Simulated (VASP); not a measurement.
Input of a VASP 6.6.1 run:

The input INCAR:

```
SYSTEM = Ga
PREC = Accurate ; ENCUT = 520
EDIFF = 1E-7 ; ISMEAR = -1
SIGMA = 0.05 ; LREAL = .FALSE.
LASPH = .TRUE. ; NELM = 60
ALGO = Fast ; ISIF = 2
LWAVE = .FALSE. ; LCHARG = .FALSE.
GGA = PE ; NBANDS = 34
```

File KPOINTS:

```
Automatic mesh
0
G
  7 7 6
  0 0 0
```

File POSCAR:

```
Ga
1.0
    2.2463216903     -3.8047911717      0.0000000000
    2.2463216903      3.8047911717      0.0000000000
    0.0000000000      0.0000000000      4.4936366690
Ga
4
Direct
    0.3451000000      0.6549000000      0.4190000000
    0.1549000000      0.8451000000      0.9190000000
    0.6549000000      0.3451000000      0.5810000000
    0.8451000000      0.1549000000      0.0810000000
```

Potentials or basis: VASP PAW PBE potentials, release 64 (Ga_d).

Launch:

```console
$ cat potpaw_PBE.64/Ga_d/POTCAR > POTCAR
$ mpirun -np 1 vasp_std > vasp.out
```

Question: Estimate the band gap on the k mesh.

Answer: Zero (band 26 reaches 5.62 eV, above the bottom of band 27 at 4.33 eV).

Question: Predict the largest force.

Answer: 0.105 eV/Å.

Question: Predict the pressure.

Answer: 3.2 GPa.

Stress tensor (GPa, compression positive):
```
2.21 0.00 0.00
0.00 4.04 0.00
0.00 0.00 3.49
```
